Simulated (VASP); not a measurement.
Set up this calculation in VASP 6.6.1, as the native input.

- Task: single point
- Functional: PBE
- Potentials or basis: VASP PAW PBE potentials, release 64 (Cr_pv, Cu, O)
- Cutoff: 600 eV
- k mesh: 10 × 10 × 10
- Occupations: gaussian, width 0.05 eV
- Spin: non-collinear spin, typed start, spin-orbit coupling
- Starting moments: [[4.0, 0.0, 0.0], [1.0, 0.0, 0.0], [0.0, 0.0, 0.0], [0.0, 0.0, 0.0]] μB
- Dipole correction: no
- Further INCAR settings: ALGO = Normal; EDIFF = 1e-06; NBANDS = 49

The structure of CrCuO2 lies in POSCAR:

```
CrCuO2
1.0
    1.5063689681      0.8697025294      5.7029938412
   -1.5063689681      0.8697025294      5.7029938412
    0.0000000000     -1.7394050583      5.7029938413
Cr Cu O
1 1 2
Direct
    0.5000000000      0.5000000000      0.5000000000
    0.0000000000      0.0000000000      0.0000000000
    0.1084413019      0.1084413019      0.1084413019
    0.8915586981      0.8915586981      0.8915586981
```

These files were run (other wordings do the same):

INCAR

```
SYSTEM = CrCuO2
PREC = Accurate ; ENCUT = 600
EDIFF = 1E-6 ; ISMEAR = 0
SIGMA = 0.05 ; LREAL = .False.
LASPH = .True. ; NELM = 200
ALGO = Normal ; ISIF = 2
LWAVE = .False. ; LCHARG = .False.
MAGMOM = 4 0 0 1 0 0 0 0 0 0 0 0 ; LORBIT = 11
LSORBIT = .True. ; GGA_COMPAT = .False.
LORBMOM = .True. ; LMAXMIX = 4
GGA = PE ; NBANDS = 49
KPAR = 4
```

KPOINTS

```
regular mesh
0
Gamma
  10 10 10
  0 0 0
```

Potentials or basis: VASP PAW PBE potentials, release 64 (Cr_pv, Cu, O).

Run with:

```console
$ cat potpaw_PBE.64/Cr_pv/POTCAR potpaw_PBE.64/Cu/POTCAR potpaw_PBE.64/O/POTCAR > POTCAR
$ mpirun -np 4 vasp_ncl > vasp.out
```

It gave:

```
Pressure                                              : 0.6 GPa
Largest force                                         : 0.020 eV/Å
Net moment                                            : 3.00 μB per cell
Valence electrons inside the program's atomic spheres : Cr 10.69; Cu 9.95; O 5.04
```

Run time: 21 min on 4 MPI ranks on Intel(R) Xeon(R) 6975P-C (Granite Rapids), on a shared host, peak memory 1.5 GiB a rank.
